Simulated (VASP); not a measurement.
## BaTlH5: single point with PBE

The system is BaTlH5.

```
Ba Tl H
1.0
     3.69861    0.00000    0.00000
     0.00000    3.69861    0.00000
     0.00000    0.00000    6.99039
Ba Tl H
1 1 5
Direct
  0.00000 0.00000 0.00000
  0.00000 0.00000 0.50000
  0.50000 0.50000 0.00000
  0.50000 0.00000 0.31728
  0.00000 0.50000 0.31728
  0.50000 0.00000 0.68272
  0.00000 0.50000 0.68272
```

- Program: VASP 6.6.1
- Task: single point
- Functional: PBE
- Potentials or basis: VASP PAW PBE potentials, release 64 (Ba_sv, Tl_d, H)
- Cutoff: 520 eV
- k mesh: 10 × 10 × 6
- Occupations: gaussian, width 0.1 eV
- Spin: no spin polarisation
- Dipole correction: no
- k mesh for the DOS: 15 × 15 × 9
- Occupations for the DOS: tetrahedron
- Further INCAR settings: ALGO = Normal; EDIFF = 1e-06; NBANDS = 23

The valence electrons inside the program's atomic spheres are Ba 7.96; Tl 11.16; H 0.53, 0.47 (each value once).

Levels at points of the mesh, in eV from the Fermi level:
| k point | band 11 | band 12 | band 13 | band 14 | band 15 | band 16 | band 17 | band 18 |
| --- | --- | --- | --- | --- | --- | --- | --- | --- |
| (0.00, 0.00, 0.00) | -3.63 | -2.69 | 0.04 | 0.73 | 2.85 | 3.28 | 5.28 | 5.28 |

It took 3.4 min on 1 thread of Intel(R) Xeon(R) 6975P-C (Granite Rapids), with other jobs on the host, peak memory 0.48 GiB.

Caveat: spin-orbit coupling is left out, which moves the levels of the heavy elements.
